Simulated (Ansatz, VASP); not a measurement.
# Two plane-wave programs on KBr

The input INCAR:

```
SYSTEM = KBr
PREC     = Accurate       ! precision mode
ENCUT    = 520            ! plane-wave cutoff, eV
EDIFF    = 1E-6           ! SCF threshold, eV
ISMEAR   = 0              ! smearing method
SIGMA    = 0.05           ! smearing width, eV
LREAL    = .FALSE.        ! projectors in reciprocal space
LASPH    = .TRUE.         ! aspherical terms in the spheres
NELM     = 80             ! most SCF steps
ALGO     = Normal         ! electronic algorithm
ISIF     = 2              ! what is computed and relaxed
LWAVE    = .FALSE.        ! write WAVECAR
LCHARG   = .FALSE.        ! write CHGCAR
GGA      = CA             ! functional
NBANDS   = 15             ! bands
```

KPOINTS

```
regular mesh
0
G
  6 6 6
  0 0 0
```

File POSCAR:

```
KBr
1.0
    4.0434990000      0.0000000000      0.0000000000
    0.0000000000      4.0434990000      0.0000000000
    0.0000000000      0.0000000000      4.0434990000
K Br
1 1
Direct
    0.0000000000      0.0000000000      0.0000000000
    0.5000000000      0.4381723601      0.5000000000
```

Input for Ansatz:

```yaml
crystal:
  lattice:
    - [4.043499, 0.0, 0.0]
    - [0.0, 4.043499, 0.0]
    - [0.0, 0.0, 4.043499]
  atoms:
    - { symbol: K, position: [0.0, 0.0, 0.0] }
    - { symbol: Br, position: [0.5, 0.4381723601, 0.5] }
basis:
  ecutwfc: 420
kpoints:
  mp_grid: { grid: [6, 6, 6] }
hamiltonian:
  xc: lda
scf:
  occupations: { method: gaussian, width: 0.05 }
output:
  forces: true
  stress: true
  eigenvalues: true
```

Change from the starting cell: all Br atoms moved -0.250 Å, as atom 2 along Cartesian [0 1 0].

Alike in both runs: task single point; functional LDA; k mesh 6 × 6 × 6; occupations gaussian, width 0.05 eV; no spin polarisation.

|  | VASP | Ansatz |
| --- | --- | --- |
| version | VASP 6.6.1 | Ansatz 0.2.0 |
| potentials or method | VASP PAW LDA potentials, release 64 (K_sv, Br), cutoff 520 eV | scalar-relativistic, plane waves, PAW |
| valence electrons in the cell | 16 | 16 |

Ansatz gave:

```
gap on the k mesh at the Fermi level (eV) : 3.49
least direct gap on the mesh (eV)         : 3.76
pressure (GPa)                            : -2.4
rms of the force components (eV/Å)        : 0.043
```

Q: What did VASP give for the same quantities?

A: gap on the k mesh at the Fermi level (eV): 3.50; least direct gap on the mesh (eV): 3.77; pressure (GPa): -2.3; rms of the force components (eV/Å): 0.045.

LDA's correlation is that of Perdew and Zunger in VASP and of Perdew and Wang (1992) in Ansatz. Atom by atom the forces differ by 0.002 eV/Å (rms over components).
